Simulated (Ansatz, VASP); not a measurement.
Hg: VASP beside Ansatz

INCAR

```
SYSTEM = Hg
PREC = Accurate
ENCUT = 500
EDIFF = 1E-7
ISMEAR = -1
SIGMA = 0.1
LREAL = .FALSE.
LASPH = .TRUE.
NELM = 120
ALGO = Normal
ISIF = 3
LWAVE = .FALSE.
LCHARG = .FALSE.
GGA = PE
IBRION = 2
NSW = 80
EDIFFG = -0.01
GGA_COMPAT = .FALSE.
NELMIN = 4
```

The input KPOINTS:

```
Automatic mesh
0
G
  5 5 5
  0 0 0
```

Contents of POSCAR:

```
Hg
1.0
    5.6937108959      0.0000000000      0.0000000000
    0.0000000000      5.6937108959      0.0000000000
    0.0000000000      0.0000000000      5.6937108959
Hg
8
Direct
    0.0000000000      0.0000000000      0.0000000000
    0.5000000000      0.5000000000      0.5000000000
    0.2500000000      0.0000000000      0.5000000000
    0.7500000000      0.0000000000      0.5000000000
    0.5000000000      0.2500000000      0.0000000000
    0.5000000000      0.7500000000      0.0000000000
    0.0000000000      0.5000000000      0.2500000000
    0.0000000000      0.5000000000      0.7500000000
```

Input for Ansatz:

```yaml
crystal:
  lattice:
    - [5.6937108959, 0.0, 0.0]
    - [0.0, 5.6937108959, 0.0]
    - [0.0, 0.0, 5.6937108959]
  atoms:
    - { symbol: Hg, position: [0.0, 0.0, 0.0] }
    - { symbol: Hg, position: [0.5, 0.5, 0.5] }
    - { symbol: Hg, position: [0.25, 0.0, 0.5] }
    - { symbol: Hg, position: [0.75, 0.0, 0.5] }
    - { symbol: Hg, position: [0.5, 0.25, 0.0] }
    - { symbol: Hg, position: [0.5, 0.75, 0.0] }
    - { symbol: Hg, position: [0.0, 0.5, 0.25] }
    - { symbol: Hg, position: [0.0, 0.5, 0.75] }
hamiltonian:
  xc: pbe
  pseudopotentials:
    kind: paw
    azcp:
      Hg: "pseudopotentials/Hg.paw.azcp"
basis:
  ecutwfc: 420
  fft_grid_basis: typed
kpoints:
  mp_grid: { grid: [5, 5, 5], shift: [0, 0, 0] }
magnetization:
  spin_polarized: false
scf:
  occupations: { method: fermi_dirac, width: 0.1 }
relax:
  max_steps: 60
  f_tol: 0.01
  cell: {}
```

Alike in both runs: task relaxation of cell and atoms; functional PBE; k mesh 5 × 5 × 5; occupations fermi-dirac, width 0.1 eV; no spin polarisation.

|  | VASP | Ansatz |
| --- | --- | --- |
| version | VASP 6.6.1 | Ansatz 0.2.0 |
| potentials or method | VASP PAW PBE potentials, release 64 (Hg), cutoff 500 eV | plane waves (420 eV) with PAW, scalar-relativistic |
| valence electrons in the cell | 96 | 160 |

```tsv
	VASP	Ansatz	Ansatz less VASP
relaxed volume (Å³/atom)	31.79	31.53	-0.263
relaxed cell length with the largest relative difference (Å)	6.336	6.318	-0.0175
```

VASP's potentials hold 96 valence electrons a cell and Ansatz's 160, so a difference there can come from the potentials and not from the codes.

Spin-orbit coupling is off throughout. Noted on VASP's run: the volume moved by over 15 % at a fixed basis, so the end points are rough.
